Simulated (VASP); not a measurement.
Write the native input for VASP 6.6.1 that does the following.

```yaml
Task: electric field gradients
Functional: PBEsol
Potentials_or_basis: VASP PAW PBE potentials, release 64 (Hf_pv)
Cutoff: 520 eV
k_mesh: 12 × 12 × 7
Occupations: tetrahedron
Spin: no spin polarisation
Dipole_correction: no
Further_INCAR_settings: ALGO = Normal; EDIFF = 1e-08; NBANDS = 17
```

The structure of Hf lies in POSCAR:

```
Hf
1.0
    3.1923846315      0.0000000000      0.0000000000
   -1.5961923157      2.7646861895      0.0000000000
    0.0000000000      0.0000000000      5.0450416400
Hf
2
Direct
    0.3333333333      0.6666666667      0.2500000000
    0.6666666667      0.3333333333      0.7500000000
```

The input as run:

INCAR

```
ALGO = Normal
EDIFF = 1E-8
ENCUT = 520
GGA = PS
ISIF = 2
ISMEAR = -5
LASPH = T
LCHARG = F
LEFG = T
LREAL = F
LWAVE = F
NBANDS = 17
NELM = 80
PREC = Accurate
SIGMA = 0.1
```

KPOINTS

```
k-points
0
Gamma
  12 12 7
```

Potentials or basis: VASP PAW PBE potentials, release 64 (Hf_pv).

Command:

```bash
$ cat potpaw_PBE.64/Hf_pv/POTCAR > POTCAR
$ mpirun -np 1 vasp_std > vasp.out
```

It gave:

The pressure is -3.7 GPa and the band gap on the k mesh is zero (band 10 reaches 5.96 eV, above the bottom of band 11 at 4.49 eV).

Caveat: without QUAD_EFG the Cq values of the log hold for a quadrupole moment of 1 mb, not for the nuclei; the PAW data sets were made with another functional, which shifts forces and pressure a little; spin-orbit coupling is left out, which moves the levels of the heavy elements; tetrahedron occupations give inexact forces and stress in metals.

It took 19 s on 1 thread of Intel(R) Xeon(R) Platinum 8559C (Emerald Rapids) (shared host), peak memory 0.19 GiB.
